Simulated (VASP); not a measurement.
A run of VASP 6.6.1 is set up as follows.

The input INCAR:

```
PREC = Accurate ; ENCUT = 1340
EDIFF = 1E-6 ; ISMEAR = 0
SIGMA = 0.02 ; LREAL = F
LASPH = T ; NELM = 200
ALGO = Normal ; ISIF = 2
LWAVE = F ; LCHARG = F
ISPIN = 2 ; MAGMOM = 0 2
LORBIT = 11 ; LMAXMIX = 4
LDAU = T ; LDAUTYPE = 2
LDAUL = -1 2 ; LDAUU = 0 6.2
LDAUJ = 0 0 ; LDAUPRINT = 1
GGA = PS ; NBANDS = 23
GGA_COMPAT = F
```

KPOINTS

```
Automatic mesh
0
Gamma
  9 9 9
```

File POSCAR:

```
NiO
1.0
    0.0000000000      2.0885500000      2.0885500000
    2.0885500000      0.0000000000      2.0885500000
    2.0885500000      2.0885500000      0.0000000000
O Ni
1 1
Direct
    0.5000000000      0.5000000000      0.5000000000
    0.0000000000      0.0000000000      0.0000000000
```

Potentials or basis: VASP PAW PBE potentials, release 64 (O_h, Ni_sv_GW).

Launch:

```sh
$ cat potpaw_PBE.64/O_h/POTCAR potpaw_PBE.64/Ni_sv_GW/POTCAR > POTCAR
$ mpirun -np 1 vasp_std > vasp.out
```

Q: What does it give for the site moments?

A: O +0.14; Ni +1.78 μB.

Q: Estimate the pressure.

A: 1.1 GPa.

Q: What does it give for the band gap on the k mesh?

A: 2.28 eV (least direct gap 3.21 eV).

Eigenvalues of the final occupation matrices:
```csv
site,spin,trace,eigenvalues
site 2 d,1,4.75,0.94 0.94 0.94 0.97 0.97
site 2 d,2,2.99,0.10 0.10 0.93 0.93 0.93
```

Caveat: the PAW data sets were made with another functional, which shifts forces and pressure a little; an odd mesh through Γ misses points on the zone boundary, where band edges can lie; a cell with one magnetic atom can't hold antiferromagnetic order, which such compounds often take. The state reached can hang on the start; a lower one may exist.
